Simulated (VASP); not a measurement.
A run of VASP 6.6.1 is set up as follows.

File INCAR:

```
SYSTEM = TiCo
PREC = Accurate ; ENCUT = 520
EDIFF = 1E-6 ; ISMEAR = -1
SIGMA = 0.05 ; LREAL = .False.
LASPH = .True. ; NELM = 150
ALGO = Fast ; ISIF = 2
LWAVE = .False. ; LCHARG = .False.
ISPIN = 2 ; MAGMOM = 2 1
LORBIT = 11 ; LMAXMIX = 4
GGA = RP ; NBANDS = 22
```

Contents of KPOINTS:

```
regular mesh
0
Gamma
  9 9 9
  0 0 0
```

File POSCAR:

```
TiCo
1.0
    2.9861109900      0.0000000000      0.0000000000
    0.0000000000      2.9861109900      0.0000000000
    0.0000000000      0.0000000000      2.9861109900
Co Ti
1 1
Direct
    0.5000000000      0.5000000000      0.5000000000
    0.0000000000      0.0000000000      0.0000000000
```

Potentials or basis: VASP PAW PBE potentials, release 64 (Co, Ti_sv).

Launch:

```sh
$ cat potpaw_PBE.64/Co/POTCAR potpaw_PBE.64/Ti_sv/POTCAR > POTCAR
$ mpirun -np 1 vasp_std > vasp.out
```

(1) Predict the site moments.

(2) What does it give for the net moment?

(3) What does it give for the pressure?

## Answers

(1) Co +0.94; Ti -0.04 μB.

(2) 0.83 μB per cell.

(3) 3.6 GPa.

Caveat: the PAW data sets were made with another functional, which shifts forces and pressure a little.
